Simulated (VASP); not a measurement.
Set up this calculation in VASP 6.6.1, as the native input.

```yaml
Task: single point
Functional: PBEsol
Potentials_or_basis: VASP PAW PBE potentials, release 64 (Ba_sv, Te)
Cutoff: 520 eV
k_mesh: 8 × 8 × 8
Occupations: gaussian, width 0.05 eV
Spin: no spin polarisation
Dipole_correction: no
Further_INCAR_settings: ALGO = Normal; EDIFF = 1e-06; NBANDS = 15
```

The structure of BaTe lies in POSCAR:

```
BaTe
1.0
    0.0000000000      3.4100000000      3.4100000000
    3.4100000000      0.0000000000      3.4100000000
    3.4100000000      3.4100000000      0.0000000000
Ba Te
1 1
Direct
    0.0000000000      0.0000000000      0.0000000000
    0.5000000000      0.5000000000      0.5000000000
```

The input as run:

INCAR

```
SYSTEM = BaTe
ALGO = Normal
EDIFF = 1E-6
ENCUT = 520
GGA = PS
ISIF = 2
ISMEAR = 0
LASPH = .True.
LCHARG = .False.
LREAL = .False.
LWAVE = .False.
NBANDS = 15
NELM = 60
PREC = Accurate
SIGMA = 0.05
```

KPOINTS

```
k-points
0
Gamma
  8 8 8
  0 0 0
```

Potentials or basis: VASP PAW PBE potentials, release 64 (Ba_sv, Te).

Run with:

```console
$ cat potpaw_PBE.64/Ba_sv/POTCAR potpaw_PBE.64/Te/POTCAR > POTCAR
$ mpirun -np 1 vasp_std > vasp.out
```

Results of the run:

- Pressure: 2.4 GPa
- Band gap on the k mesh: 1.24 eV (least direct gap 1.62 eV)

Caveat: the PAW data sets were made with another functional, which shifts forces and pressure a little; spin-orbit coupling is left out, which moves the levels of the heavy elements.

Run time: 43 s on 1 thread of Intel(R) Xeon(R) Platinum 8488C (Sapphire Rapids), on a shared host, peak memory 0.22 GiB.
